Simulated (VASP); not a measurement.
# Bi2Te3 (R-3m) in VASP: single point with PBE

Aim: the single point of Bi2Te3 with PBE.

Everything below comes from runs of VASP 6.6.1. Logs are shortened: lines on timing, memory, paths and dates and some standing lists are left out, and cuts for length are marked.

## 1. The cell of the first run

Symmetry: R-3m, No. 166, trigonal system. Conventional cell: a = 4.447 Å, b = 4.447 Å, c = 32.156 Å, α = 90.00°, β = 90.00°, γ = 120.00°. Within 4.1 Å of Bi (site symmetry 3m) lie 6 Te at 3.09 to 3.29 Å. Te (site symmetry 3m) has 3 Bi at 3.09 Å and 3 Te at 4.08 Å within 4.1 Å. Te (site symmetry -3m) has 6 Bi at 3.29 Å within 4.3 Å.

## 2. Single point, PBE

Input file INCAR:

```
PREC = Accurate ; ENCUT = 520
EDIFF = 1E-6 ; ISMEAR = 0
SIGMA = 0.02 ; LREAL = False
LASPH = True ; NELM = 100
ALGO = Normal ; ISIF = 2
LWAVE = False ; LCHARG = False
GGA = PE ; NBANDS = 32
```

Input file KPOINTS:

```
regular mesh
0
Gamma
  12 12 12
```

Input file POSCAR:

```
Bi2Te3
1.0
    2.2233074495      1.2836271545     10.7186606155
   -2.2233074495      1.2836271545     10.7186606155
    0.0000000000     -2.5672543089     10.7186606155
Bi Te
2 3
Direct
    0.6027709616      0.6027709616      0.6027709616
    0.3972290384      0.3972290384      0.3972290384
    0.7840161264      0.7840161264      0.7840161264
    0.0000000000      0.0000000000      0.0000000000
    0.2159838736      0.2159838736      0.2159838736
```

Potentials or basis: VASP PAW PBE potentials, release 64 (Bi_d, Te).

Started as:

```bash
cat potpaw_PBE.64/Bi_d/POTCAR potpaw_PBE.64/Te/POTCAR > POTCAR
mpirun -np 1 vasp_std > vasp.out
```

OUTCAR:

```text
PREC = Accurate
   ENCUT = 520
   EDIFF = 1E-6
   ISMEAR = 0
   LREAL = False
   LASPH = True
   NELM = 100
   ISIF = 2
   GGA = PE

 ion  position               nearest neighbor table
   1  0.603  0.603  0.603-   5 3.09   5 3.09   5 3.09   4 3.29   4 3.29   4 3.29
   2  0.397  0.397  0.397-   3 3.09   3 3.09   3 3.09   4 3.29   4 3.29   4 3.29
   3  0.784  0.784  0.784-   2 3.09   2 3.09   2 3.09
   4  0.000  0.000  0.000-   1 3.29   1 3.29   2 3.29   2 3.29   1 3.29   2 3.29
   5  0.216  0.216  0.216-   1 3.09   1 3.09   1 3.09

  LATTYP: Found a trigonal (rhomboedric) cell.
 ALAT       =    11.0218183653
 COS(alpha) =     0.9186190899

  Lattice vectors:

 A1 = (   2.2233074495,   1.2836271545,  10.7186606155)
 A2 = (  -2.2233074495,   1.2836271545,  10.7186606155)
 A3 = (   0.0000000000,  -2.5672543089,  10.7186606155)

Analysis of symmetry for initial positions (statically):
=====================================================================
 Subroutine PRICEL returns:
 Original cell was already a primitive cell.

 Routine SETGRP: Setting up the symmetry group for a
 trigonal (rhombohedral) supercell.

 Subroutine GETGRP returns: Found 12 space group operations
 (whereof 12 operations were pure point group operations)
 out of a pool of 12 trial point group operations.

The static configuration has the point symmetry D_3d.

Analysis of symmetry for dynamics (positions and initial velocities):
=====================================================================
 Subroutine PRICEL returns:
 Original cell was already a primitive cell.

 Routine SETGRP: Setting up the symmetry group for a
 trigonal (rhombohedral) supercell.

 Subroutine GETGRP returns: Found 12 space group operations
 (whereof 12 operations were pure point group operations)
 out of a pool of 12 trial point group operations.

The dynamic configuration has the point symmetry D_3d.

 Subroutine INISYM returns: Found 12 space group operations
 (whereof 12 operations are pure point group operations),
 and found     1 'primitive' translations

----------------------------------------------------------------------------------------

                                     Primitive cell

  volume of cell :     183.5398

  direct lattice vectors                    reciprocal lattice vectors
     2.223307450  1.283627154 10.718660615     0.224890174  0.129840403  0.031098413
    -2.223307450  1.283627154 10.718660615    -0.224890174  0.129840403  0.031098413
     0.000000000 -2.567254309 10.718660615     0.000000000 -0.259680805  0.031098413

  length of vectors
    11.021818365 11.021818365 11.021818365     0.261536292  0.261536292  0.261536292

  position of ions in fractional coordinates (direct lattice)
     0.602770962  0.602770962  0.602770962
     0.397229038  0.397229038  0.397229038
     0.784016126  0.784016126  0.784016126
     0.000000000  0.000000000  0.000000000
     0.215983874  0.215983874  0.215983874

  ion indices of the primitive-cell ions
   primitive index   ion index
                 1           1
                 2           2
                 3           3
                 4           4
                 5           5

----------------------------------------------------------------------------------------

 KPOINTS: regular mesh

Automatic generation of k-mesh.
 Grid dimensions read from file:
 generate k-points for:   12   12   12

 Generating k-lattice:

  Cartesian coordinates                     Fractional coordinates (reciprocal lattice)
     0.018740848  0.010820034  0.002591534     0.083333333  0.000000000  0.000000000
    -0.018740848  0.010820034  0.002591534     0.000000000  0.083333333  0.000000000
     0.000000000 -0.021640067  0.002591534     0.000000000  0.000000000  0.083333333

  Length of vectors
     0.021794691  0.021794691  0.021794691

  Shift w.r.t. Gamma in fractional coordinates (k-lattice)
     0.000000000  0.000000000  0.000000000

 Subroutine IBZKPT returns following result:
 ===========================================

 Found    189 irreducible k-points:

 Following reciprocal coordinates:
            Coordinates               Weight
  0.000000  0.000000  0.000000      1.000000
  0.083333 -0.000000  0.000000      6.000000
  0.166667 -0.000000  0.000000      6.000000
  0.250000 -0.000000  0.000000      6.000000
  0.333333  0.000000  0.000000      6.000000
  0.416667 -0.000000  0.000000      6.000000
[... 16 lines left out ...]
  0.500000  0.166667  0.000000     12.000000
 -0.416667  0.166667  0.000000     12.000000
 [... further k-points ...]
   k-points           NKPTS =    189   k-points in BZ     NKDIM =    189   number of bands    NBANDS=     32
   number of dos      NEDOS =    301   number of ions     NIONS =      5
   total plane-waves  NPLWV = 592704
   dimension x,y,z NGX =    84 NGY =   84 NGZ =   84
   dimension x,y,z NGXF=   168 NGYF=  168 NGZF=  168
   ions per type =               2   3
   NGX,Y,Z   is equivalent  to a cutoff of  12.67, 12.67, 12.67 a.u.
   NGXF,Y,Z  is equivalent  to a cutoff of  25.34, 25.34, 25.34 a.u.
 SYSTEM =  unknown system
   PREC   = accura    normal or accurate (medium, high low for compatibility)
   ISTART =      0    job   : 0-new  1-cont  2-samecut
   ICHARG =      2    charge: 1-file 2-atom 10-const
   ISPIN  =      1    spin polarized calculation?
   LNONCOLLINEAR =      F non collinear calculations
   LSORBIT =      F    spin-orbit coupling
   LASPH  =      T    aspherical Exc in radial PAW
   ENCUT  =  520.0 eV  38.22 Ry    6.18 a.u.  20.49 20.49 20.49*2*pi/ulx,y,z
   NELM   =    100;   NELMIN=  2; NELMDL= -5     # of ELM steps
   EDIFF  = 0.1E-05   stopping-criterion for ELM
   LREAL  =      F    real-space projection
   EDIFFG = 0.1E-04   stopping-criterion for IOM
   NSW    =      0    number of steps for IOM
   IBRION =     -1    ionic relax: 0-MD 1-quasi-New 2-CG
   NFREE  =      0    steps in history (QN), initial steepest desc. (CG)
   ISIF   =      2    stress and relaxation
   ISYM   =      2    0-nonsym 1-usesym 2-fastsym
   POTIM  = 0.5000    time-step for ionic-motion
   TEBEG  =    0.0;   TEEND  =   0.0 temperature during run
   PSTRESS=    0.0 pullay stress
   NELECT =      48.0000    total number of electrons
   NUPDOWN=      -1.0000    fix difference up-down
   EMIN   =  10.00;   EMAX   =-10.00  energy-range for DOS
   EFERMI =   0.00;   METHOD = LEGACY
   ISMEAR =     0;   SIGMA  =   0.02  broadening in eV -4-tet -1-fermi 0-gaus
   EFERMI_NEDOS =   21; number of points for ismear=-14 and -15
   IALGO  =     38    algorithm
   IMIX   =      4    mixing-type and parameters
     AMIX     =   0.40;   BMIX     =  1.00
     AMIX_MAG =   1.60;   BMIX_MAG =  1.00
  volume/ion in A,a.u.               =      36.71       247.72
  Fermi-wavevector in a.u.,A,eV,Ry     =   1.046916  1.978384 14.912436  1.096033
  Thomas-Fermi vector in A             =   2.181774
   LORBIT       =      0    0 simple, 1 ext, 2 COOP (PROOUT), +10 PAW based schemes
   GGA     = PE    functional components
   LHFCALC =     F    Hartree Fock is set to
   AEXX    =    0.0000 exact exchange contribution
   IVDW    =     0    specifies the selected vdW correction
   LEPSILON=     F    determine dielectric tensor
   LRPA    =     F    only Hartree local field effects (RPA)
 non-spin polarized calculation
 Gauss-broadening in eV      SIGMA  =   0.02
  energy-cutoff  :      520.00
  volume of cell :      183.54
 maximum number of plane-waves:      4969
 NGX is ok and might be reduce to    84
   NGX = 41   NGY = 41   NGZ = 41

 number of electron      48.0000002 magnetization

 Free energy of the ion-electron system (eV)
  ---------------------------------------------------
  ext. energy  EPLUGINS =         0.00000000
  ---------------------------------------------------
  free energy    TOTEN  =       -18.40416975 eV

  energy without entropy =      -18.40416975  energy(sigma->0) =      -18.40416975

 E-fermi :   5.1357     XC(G=0):  -8.9182

 val. band max:        5.0029703357   @ k =   0.0000   0.0000   0.0000
 cond. band min:       5.5396363509   @ k =   0.0000   0.0000   0.0000
 fundamental gap:      0.5366660152
 Fermi energy:         5.1357004649

 k-point     1 :       0.0000    0.0000    0.0000
  band No.  band energies     occupation
      1     -17.9131      2.00000
      2     -17.9131      2.00000
      3     -17.9120      2.00000
      4     -17.9120      2.00000
      5     -17.9078      2.00000
      6     -17.9067      2.00000
[... 24 lines left out ...]
     31      10.2305      0.00000
     32      11.1452      0.00000

 k-point     2 :       0.0833   -0.0000    0.0000
  band No.  band energies     occupation
      1     -17.9136      2.00000
      2     -17.9125      2.00000
      3     -17.9124      2.00000
      4     -17.9114      2.00000
      5     -17.9074      2.00000
      6     -17.9063      2.00000
[... 24 lines left out ...]
     31      10.2090      0.00000
     32      10.5702      0.00000

 k-point     3 :       0.1667   -0.0000    0.0000
  band No.  band energies     occupation
      1     -17.9149      2.00000
      2     -17.9135      2.00000
      3     -17.9108      2.00000
      4     -17.9097      2.00000
      5     -17.9065      2.00000
      6     -17.9054      2.00000
[... 24 lines left out ...]
     31       9.7248      0.00000
     32      10.5027      0.00000

 k-point     4 :       0.2500   -0.0000    0.0000
  band No.  band energies     occupation
      1     -17.9169      2.00000
      2     -17.9153      2.00000
      3     -17.9092      2.00000
      4     -17.9079      2.00000
      5     -17.9071      2.00000
      6     -17.9052      2.00000
[... 24 lines left out ...]
     31       9.2652      0.00000
     32      10.7976      0.00000

 k-point     5 :       0.3333    0.0000    0.0000
  band No.  band energies     occupation
      1     -17.9191      2.00000
      2     -17.9173      2.00000
      3     -17.9085      2.00000
      4     -17.9081      2.00000
      5     -17.9068      2.00000
      6     -17.9061      2.00000
[... 584 lines left out ...]
     31       9.7735      0.00000
     32       9.8770      0.00000

 k-point    22 :       0.4167    0.1667   -0.0000
  band No.  band energies     occupation
      1     -17.9176      2.00000
      2     -17.9163      2.00000
      3     -17.9097      2.00000
      4     -17.9083      2.00000
      5     -17.9066      2.00000
      6     -17.9054      2.00000
[... 24 lines left out ...]
     31       9.5783      0.00000
     32      10.3600      0.00000

 k-point    23 :       0.5000    0.1667    0.0000
  band No.  band energies     occupation
      1     -17.9187      2.00000
      2     -17.9170      2.00000
      3     -17.9102      2.00000
      4     -17.9079      2.00000
      5     -17.9071      2.00000
      6     -17.9055      2.00000
[... 24 lines left out ...]
     31       9.4665      0.00000
     32      10.2889      0.00000

 k-point    24 :      -0.4167    0.1667    0.0000
  band No.  band energies     occupation
      1     -17.9191      2.00000
      2     -17.9173      2.00000
      3     -17.9104      2.00000
      4     -17.9078      2.00000
      5     -17.9073      2.00000
      6     -17.9056      2.00000
[... 24 lines left out ...]
     31       9.3873      0.00000
     32      10.2977      0.00000

 [... further k-points ...]
[... 5 lines left out ...]
  --------------------------------------------------------------------------------------
  -------------------------------------------------------------------------------------
  Total       -0.0175926     -0.0175926     -0.0091811      0.0000000     -0.0000000      0.0000000
  in kB       -0.1535716     -0.1535716     -0.0801452      0.0000000     -0.0000000      0.0000000
  external PRESSURE =      -0.1290961 kB  Pullay stress =       0.0000000 kB

 VOLUME and BASIS-vectors are now :
 -----------------------------------------------------------------------------
  energy-cutoff  :      520.00
  volume of cell :      183.54
      direct lattice vectors                 reciprocal lattice vectors
     2.223307450  1.283627154 10.718660615     0.224890174  0.129840403  0.031098413
    -2.223307450  1.283627154 10.718660615    -0.224890174  0.129840403  0.031098413
     0.000000000 -2.567254309 10.718660615     0.000000000 -0.259680805  0.031098413

 POSITION                                       TOTAL-FORCE (eV/Angst)
 -----------------------------------------------------------------------------------
      0.00000      0.00000     19.38269         0.000000      0.000000      0.006912
      0.00000      0.00000     12.77329         0.000000     -0.000000     -0.006912
      0.00000      0.00000     25.21081         0.000000      0.000000      0.007595
      0.00000      0.00000      0.00000         0.000000      0.000000      0.000000
      0.00000      0.00000      6.94517         0.000000     -0.000000     -0.007595
 -----------------------------------------------------------------------------------
    total drift:                               -0.000000      0.000000     -0.000000

  FREE ENERGIE OF THE ION-ELECTRON SYSTEM (eV)
  ---------------------------------------------------
  free  energy   TOTEN  =       -18.4041697475 eV

  energy  without entropy=      -18.4041697475  energy(sigma->0) =      -18.40416975
```

Wall time 69 min (1 thread of Intel Xeon 6975P-C (Granite Rapids), shared host); peak memory 1.7 GiB.

Results:

| Property | Result |
| --- | --- |
| Free energy | -18.4042 eV |
| Pressure | 0.0 GPa |
| Largest force | 0.008 eV/Å |
| Band gap on the k mesh | 0.54 eV, direct |

Forces on the atoms (eV/Å):
```
Bi   0.000  0.000  0.007
Bi   0.000  0.000 -0.007
Te   0.000  0.000  0.008
Te   0.000  0.000  0.000
Te   0.000  0.000 -0.008
```

Caveat: spin-orbit coupling is left out, which moves the levels of the heavy elements.
